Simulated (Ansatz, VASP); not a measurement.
**CdAgBr3: VASP beside Ansatz**

```
CELL_PARAMETERS angstrom
-4.31689 -3.33219 -4.99662
-0.18291 3.58225 -2.80346
6.08346 -5.61795 -7.80844
ATOMIC_POSITIONS crystal
Cd 0.74866 0.54811 0.87314
Cd 0.68730 0.09583 0.35856
Ag 0.14717 0.49202 0.06873
Ag 0.16058 0.94478 0.64054
Br 0.73316 0.06366 0.74230
Br 0.91378 0.06029 0.11284
Br 0.46743 0.63563 0.08861
Br 0.31093 0.16466 0.42049
Br 0.13585 0.51898 0.80516
Br 0.79832 0.57923 0.44122
```

Change from the starting cell: cell x2, atoms moved at random (sigma 0.15 Å) and cell strained at random (1.5 %), then relaxed without symmetry.

Alike in both runs: functional PBE; k mesh 2 × 2 × 1; occupations gaussian, width 0.1 eV; no spin polarisation.

Ansatz relaxed the structure, and its values are those at the end. VASP's run is a single point on that final structure, the one shown.

```csv
,VASP,Ansatz
version,VASP 6.6.1,Ansatz 0.2.0
potentials or method,"VASP PAW PBE potentials, release 64 (Cd, Ag, Br), cutoff 520 eV","scalar-relativistic, plane waves, PAW"
valence electrons in the cell,88,120
```

Ansatz gave:

* gap on the k mesh at the Fermi level (eV): 1.87
* least direct gap on the mesh (eV): 1.87
* pressure (GPa): 0.0
* rms of the force components (eV/Å): 0.007

Question: Estimate VASP's values.

Answer: gap on the k mesh at the Fermi level (eV): 1.87; least direct gap on the mesh (eV): 1.87; pressure (GPa): 0.1; rms of the force components (eV/Å): 0.015.

VASP's potentials hold 88 valence electrons a cell and Ansatz's 120, so a difference there can come from the potentials and not from the codes.

The k mesh is coarse, so the values compare programs but aren't converged.
